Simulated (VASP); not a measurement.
Wanted: the native input for a VASP 6.6.1 run.

* Task: single point
* Functional: PBEsol
* Potentials or basis: VASP PAW PBE potentials, release 64 (C)
* Cutoff: 520 eV
* k mesh: 18 × 18 × 6
* Occupations: gaussian, width 0.15 eV
* Spin: no spin polarisation
* Dipole correction: no
* Further INCAR settings: ALGO = Normal; EDIFF = 1e-07; NBANDS = 16

The structure of C lies in POSCAR:

```
C
1.0
    2.5735558486      0.0000000000      0.0000000000
   -1.2867779243      2.1293252536      0.0000000000
    0.0000000000      0.0000000000      7.2458067263
C
4
Direct
   -0.0577479467      0.0000000000      0.0025000000
    0.0577479467      0.0000000000      0.5025000000
    0.2755800112      0.6666666667      0.0025000000
    0.7244199888      0.3333333333      0.5025000000
```

This cell differs from its parent crystal: mode 4 frozen in at -0.142 Å, normal strain along x +0.0467.

One way to write it, as run:

INCAR

```
PREC     = Accurate       # precision mode
ENCUT    = 520            # plane-wave cutoff, eV
EDIFF    = 1E-7           # SCF threshold, eV
ISMEAR   = 0              # smearing method
SIGMA    = 0.15           # smearing width, eV
LREAL    = F              # projectors in reciprocal space
LASPH    = T              # aspherical terms in the spheres
NELM     = 60             # most SCF steps
ALGO     = Normal         # electronic algorithm
ISIF     = 2              # what is computed and relaxed
LWAVE    = F              # write WAVECAR
LCHARG   = F              # write CHGCAR
GGA      = PS             # functional
NBANDS   = 16             # bands
```

KPOINTS

```
regular mesh
0
Gamma
  18 18 6
```

Potentials or basis: VASP PAW PBE potentials, release 64 (C).

Run with:

```bash
$ cat potpaw_PBE.64/C/POTCAR > POTCAR
$ mpirun -np 1 vasp_std > vasp.out
```

Results of the run:

```json
{
 "Pressure": "-15.0 GPa",
 "Largest force": "0.370 eV/Å",
 "Band gap on the k mesh": "0.27 eV, direct"
}
```

Caveat: the cell differs from its parent crystal (mode 4 frozen in at -0.142 Å, normal strain along x +0.0467); the PAW data sets were made with another functional, which shifts forces and pressure a little; this functional lacks dispersion, which binds the layers, so the pressure and a relaxed spacing across them are unreliable.

It took 5.8 min on 1 thread of Oxide Virtual Turin-like Processor, on a shared host, peak memory 0.35 GiB.
